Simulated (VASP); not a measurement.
# HgTe (CsCl type) (Pm-3m) in VASP: a series of runs

HgTe (CsCl type) is run at these levels: PBE; tasks: single point, relaxation of cell and atoms.

Program: VASP 6.6.1. These are calculated values, not measurements. Logs are shortened: lines on timing, memory, paths and dates and some standing lists are left out, and cuts for length are marked.

### Step 1. The cell of the first run

The structure is cubic, space group Pm-3m (No. 221). Conventional cell: a = 3.376 Å, b = 3.376 Å, c = 3.376 Å, α = 90.00°, β = 90.00°, γ = 90.00°. Within 3.9 Å of Hg (site symmetry m-3m) lie 8 Te at 2.92 Å and 6 Hg at 3.38 Å. Te (site symmetry m-3m) has 8 Hg at 2.92 Å and 6 Te at 3.38 Å within 3.9 Å.

### Step 2. Single point, PBE

Input file INCAR:

```
SYSTEM = HgTe
PREC = Accurate
ENCUT = 520
EDIFF = 1E-7
ISMEAR = -1
SIGMA = 0.05
LREAL = .False.
LASPH = .True.
NELM = 100
ALGO = Normal
ISIF = 2
LWAVE = .False.
LCHARG = .True.
GGA = PE
LELF = .True.
LVHAR = .True.
NBANDS = 16
```

Input file KPOINTS:

```
Automatic mesh
0
Gamma
  13 13 13
  0 0 0
```

Input file POSCAR:

```
HgTe
1.0
    3.3764957622      0.0000000000      0.0000000000
    0.0000000000      3.3764957622      0.0000000000
    0.0000000000      0.0000000000      3.3764957622
Hg Te
1 1
Direct
    0.0000000000      0.0000000000      0.0000000000
    0.5000000000      0.5000000000      0.5000000000
```

Potentials or basis: VASP PAW PBE potentials, release 64 (Hg, Te).

Launch:

```bash
> cat potpaw_PBE.64/Hg/POTCAR potpaw_PBE.64/Te/POTCAR > POTCAR
> mpirun -np 1 vasp_std > vasp.out
```

OUTCAR:

```text
SYSTEM = HgTe
   PREC = Accurate
   ENCUT = 520
   EDIFF = 1E-7
   ISMEAR = -1
   LREAL = .False.
   LASPH = .True.
   NELM = 100
   ISIF = 2
   GGA = PE

 ion  position               nearest neighbor table
   1  0.000  0.000  0.000-   2 2.92   2 2.92   2 2.92   2 2.92   2 2.92   2 2.92   2 2.92   2 2.92

   2  0.500  0.500  0.500-   1 2.92   1 2.92   1 2.92   1 2.92   1 2.92   1 2.92   1 2.92   1 2.92

  LATTYP: Found a simple cubic cell.
 ALAT       =     3.3764957622

  Lattice vectors:

 A1 = (   3.3764957622,   0.0000000000,   0.0000000000)
 A2 = (   0.0000000000,   3.3764957622,   0.0000000000)
 A3 = (   0.0000000000,   0.0000000000,   3.3764957622)

Analysis of symmetry for initial positions (statically):
=====================================================================
 Subroutine PRICEL returns:
 Original cell was already a primitive cell.

 Routine SETGRP: Setting up the symmetry group for a
 simple cubic supercell.

 Subroutine GETGRP returns: Found 48 space group operations
 (whereof 48 operations were pure point group operations)
 out of a pool of 48 trial point group operations.

The static configuration has the point symmetry O_h .

Analysis of symmetry for dynamics (positions and initial velocities):
=====================================================================
 Subroutine PRICEL returns:
 Original cell was already a primitive cell.

 Routine SETGRP: Setting up the symmetry group for a
 simple cubic supercell.

 Subroutine GETGRP returns: Found 48 space group operations
 (whereof 48 operations were pure point group operations)
 out of a pool of 48 trial point group operations.

The dynamic configuration has the point symmetry O_h .

 Subroutine INISYM returns: Found 48 space group operations
 (whereof 48 operations are pure point group operations),
 and found     1 'primitive' translations

----------------------------------------------------------------------------------------

                                     Primitive cell

  volume of cell :      38.4945

  direct lattice vectors                    reciprocal lattice vectors
     3.376495762  0.000000000  0.000000000     0.296165039  0.000000000  0.000000000
     0.000000000  3.376495762  0.000000000     0.000000000  0.296165039  0.000000000
     0.000000000  0.000000000  3.376495762     0.000000000  0.000000000  0.296165039

  length of vectors
     3.376495762  3.376495762  3.376495762     0.296165039  0.296165039  0.296165039

  position of ions in fractional coordinates (direct lattice)
     0.000000000  0.000000000  0.000000000
     0.500000000  0.500000000  0.500000000

  ion indices of the primitive-cell ions
   primitive index   ion index
                 1           1
                 2           2

----------------------------------------------------------------------------------------

 KPOINTS: Automatic mesh

Automatic generation of k-mesh.
 Grid dimensions read from file:
 generate k-points for:   13   13   13

 Generating k-lattice:

  Cartesian coordinates                     Fractional coordinates (reciprocal lattice)
     0.022781926  0.000000000  0.000000000     0.076923077  0.000000000  0.000000000
     0.000000000  0.022781926  0.000000000     0.000000000  0.076923077  0.000000000
     0.000000000  0.000000000  0.022781926     0.000000000  0.000000000  0.076923077

  Length of vectors
     0.022781926  0.022781926  0.022781926

  Shift w.r.t. Gamma in fractional coordinates (k-lattice)
     0.000000000  0.000000000  0.000000000

 Subroutine IBZKPT returns following result:
 ===========================================

 Found     84 irreducible k-points:

 Following reciprocal coordinates:
            Coordinates               Weight
  0.000000  0.000000  0.000000      1.000000
  0.076923  0.000000  0.000000      6.000000
  0.153846  0.000000  0.000000      6.000000
  0.230769  0.000000  0.000000      6.000000
  0.307692  0.000000  0.000000      6.000000
  0.384615  0.000000  0.000000      6.000000
[... 16 lines left out ...]
  0.307692  0.307692  0.000000     12.000000
  0.384615  0.307692  0.000000     24.000000
 [... further k-points ...]
   k-points           NKPTS =     84   k-points in BZ     NKDIM =     84   number of bands    NBANDS=     16
   number of dos      NEDOS =    301   number of ions     NIONS =      2
   total plane-waves  NPLWV =  21952
   dimension x,y,z NGX =    28 NGY =   28 NGZ =   28
   dimension x,y,z NGXF=    56 NGYF=   56 NGZF=   56
   ions per type =               1   1
   NGX,Y,Z   is equivalent  to a cutoff of  13.79, 13.79, 13.79 a.u.
   NGXF,Y,Z  is equivalent  to a cutoff of  27.57, 27.57, 27.57 a.u.
 SYSTEM =  HgTe
   PREC   = accura    normal or accurate (medium, high low for compatibility)
   ISTART =      0    job   : 0-new  1-cont  2-samecut
   ICHARG =      2    charge: 1-file 2-atom 10-const
   ISPIN  =      1    spin polarized calculation?
   LNONCOLLINEAR =      F non collinear calculations
   LSORBIT =      F    spin-orbit coupling
   LASPH  =      T    aspherical Exc in radial PAW
   ENCUT  =  520.0 eV  38.22 Ry    6.18 a.u.   6.28  6.28  6.28*2*pi/ulx,y,z
   NELM   =    100;   NELMIN=  2; NELMDL= -5     # of ELM steps
   EDIFF  = 0.1E-06   stopping-criterion for ELM
   LREAL  =      F    real-space projection
   EDIFFG = 0.1E-05   stopping-criterion for IOM
   NSW    =      0    number of steps for IOM
   IBRION =     -1    ionic relax: 0-MD 1-quasi-New 2-CG
   NFREE  =      0    steps in history (QN), initial steepest desc. (CG)
   ISIF   =      2    stress and relaxation
   ISYM   =      2    0-nonsym 1-usesym 2-fastsym
   POTIM  = 0.5000    time-step for ionic-motion
   TEBEG  =    0.0;   TEEND  =   0.0 temperature during run
   PSTRESS=    0.0 pullay stress
   NELECT =      18.0000    total number of electrons
   NUPDOWN=      -1.0000    fix difference up-down
   EMIN   =  10.00;   EMAX   =-10.00  energy-range for DOS
   EFERMI =   0.00;   METHOD = LEGACY
   ISMEAR =    -1;   SIGMA  =   0.05  broadening in eV -4-tet -1-fermi 0-gaus
   EFERMI_NEDOS =   21; number of points for ismear=-14 and -15
   IALGO  =     38    algorithm
   IMIX   =      4    mixing-type and parameters
     AMIX     =   0.40;   BMIX     =  1.00
     AMIX_MAG =   1.60;   BMIX_MAG =  1.00
  volume/ion in A,a.u.               =      19.25       129.89
  Fermi-wavevector in a.u.,A,eV,Ry     =   1.270670  2.401218 21.967999  1.614602
  Thomas-Fermi vector in A             =   2.403645
   LORBIT       =      0    0 simple, 1 ext, 2 COOP (PROOUT), +10 PAW based schemes
   GGA     = PE    functional components
   LHFCALC =     F    Hartree Fock is set to
   AEXX    =    0.0000 exact exchange contribution
   IVDW    =     0    specifies the selected vdW correction
   LEPSILON=     F    determine dielectric tensor
   LRPA    =     F    only Hartree local field effects (RPA)
 non-spin polarized calculation
  energy-cutoff  :      520.00
  volume of cell :       38.49
 maximum number of plane-waves:      1052
 NGX is ok and might be reduce to    28
   NGX = 13   NGY = 13   NGZ = 13

 number of electron      18.0000004 magnetization

 Free energy of the ion-electron system (eV)
  ---------------------------------------------------
  ext. energy  EPLUGINS =         0.00000000
  ---------------------------------------------------
  free energy    TOTEN  =        -1.29596436 eV

  energy without entropy =       -1.28614073  energy(sigma->0) =       -1.29105254

 E-fermi :   9.5291     XC(G=0): -11.9760

 val. band max:        9.5182197855   @ k =   0.4615   0.4615   0.4615
 cond. band min:       9.5519392750   @ k =   0.4615   0.2308   0.0000
 fundamental gap:      0.0337194895
 Fermi energy:         9.5290556832

 k-point     1 :       0.0000    0.0000    0.0000
  band No.  band energies     occupation
      1      -5.8323      2.00000
      2       1.0321      2.00000
      3       1.0321      2.00000
      4       2.1428      2.00000
      5       2.1428      2.00000
      6       2.1428      2.00000
[... 8 lines left out ...]
     15      22.1842      0.00000
     16      22.8898      0.00000

 k-point     2 :       0.0769    0.0000    0.0000
  band No.  band energies     occupation
      1      -5.7553      2.00000
      2       1.0404      2.00000
      3       1.0496      2.00000
      4       2.0916      2.00000
      5       2.0916      2.00000
      6       2.1443      2.00000
[... 8 lines left out ...]
     15      21.5603      0.00000
     16      22.6069      0.00000

 k-point     3 :       0.1538    0.0000    0.0000
  band No.  band energies     occupation
      1      -5.5275      2.00000
      2       1.0638      2.00000
      3       1.0727      2.00000
      4       1.9573      2.00000
      5       1.9573      2.00000
      6       2.1483      2.00000
[... 8 lines left out ...]
     15      20.2116      0.00000
     16      21.9987      0.00000

 k-point     4 :       0.2308    0.0000    0.0000
  band No.  band energies     occupation
      1      -5.1596      2.00000
      2       0.9918      2.00000
      3       1.0971      2.00000
      4       1.7840      2.00000
      5       1.7840      2.00000
      6       2.1539      2.00000
[... 8 lines left out ...]
     15      19.2234      0.00000
     16      21.3731      0.00000
[... 324 lines left out ...]
 k-point    22 :       0.4615    0.2308    0.0000
  band No.  band energies     occupation
      1      -3.4458      2.00000
      2       0.1427      2.00000
      3       1.4484      2.00000
      4       1.5674      2.00000
      5       1.6338      2.00000
      6       1.9829      2.00000
[... 8 lines left out ...]
     15      21.8341      0.00000
     16      22.7244      0.00000

 k-point    23 :       0.3077    0.3077    0.0000
  band No.  band energies     occupation
      1      -3.8222      2.00000
      2       0.6508      2.00000
      3       1.6171      2.00000
      4       1.6336      2.00000
      5       1.7190      2.00000
      6       1.8839      2.00000
[... 8 lines left out ...]
     15      20.9700      0.00000
     16      20.9767      0.00000

 k-point    24 :       0.3846    0.3077    0.0000
  band No.  band energies     occupation
      1      -3.4948      2.00000
      2       0.6179      2.00000
      3       1.6490      2.00000
      4       1.6861      2.00000
      5       1.7970      2.00000
      6       1.8748      2.00000
[... 8 lines left out ...]
     15      21.0214      0.00000
     16      22.1054      0.00000

 [... further k-points ...]

------------------------ aborting loop because EDIFF is reached ----------------------------------------

  FORCE on cell =-STRESS in cart. coord.  units (eV):
  Direction    XX          YY          ZZ          XY          YZ          ZX
  --------------------------------------------------------------------------------------
  -------------------------------------------------------------------------------------
  Total       10.2607565     10.2607565     10.2607565     -0.0000000     -0.0000000      0.0000000
  in kB      427.0624020    427.0624020    427.0624020     -0.0000000     -0.0000000      0.0000000
  external PRESSURE =     427.0624020 kB  Pullay stress =       0.0000000 kB

 VOLUME and BASIS-vectors are now :
 -----------------------------------------------------------------------------
  energy-cutoff  :      520.00
  volume of cell :       38.49
      direct lattice vectors                 reciprocal lattice vectors
     3.376495762  0.000000000  0.000000000     0.296165039  0.000000000  0.000000000
     0.000000000  3.376495762  0.000000000     0.000000000  0.296165039  0.000000000
     0.000000000  0.000000000  3.376495762     0.000000000  0.000000000  0.296165039

 POSITION                                       TOTAL-FORCE (eV/Angst)
 -----------------------------------------------------------------------------------
      0.00000      0.00000      0.00000         0.000000      0.000000      0.000000
      1.68825      1.68825      1.68825         0.000000      0.000000      0.000000
 -----------------------------------------------------------------------------------
    total drift:                               -0.000000      0.000000     -0.000000

  FREE ENERGIE OF THE ION-ELECTRON SYSTEM (eV)
  ---------------------------------------------------
  free  energy   TOTEN  =        -1.2959643587 eV

  energy  without entropy=       -1.2861407302  energy(sigma->0) =       -1.29105254
```

It took 38 s on 1 thread of AMD EPYC 7R13, shared host; peak memory 0.17 GiB.

What came out:

* Free energy: -1.2960 eV
* Pressure: 42.7 GPa
* Band gap on the k mesh: zero (bands 9 and 10 overlap by 2.85 eV)

Caveat: the cell stands under pressure; spin-orbit coupling is left out, which moves the levels of the heavy elements.

[end of part 1 of 2]
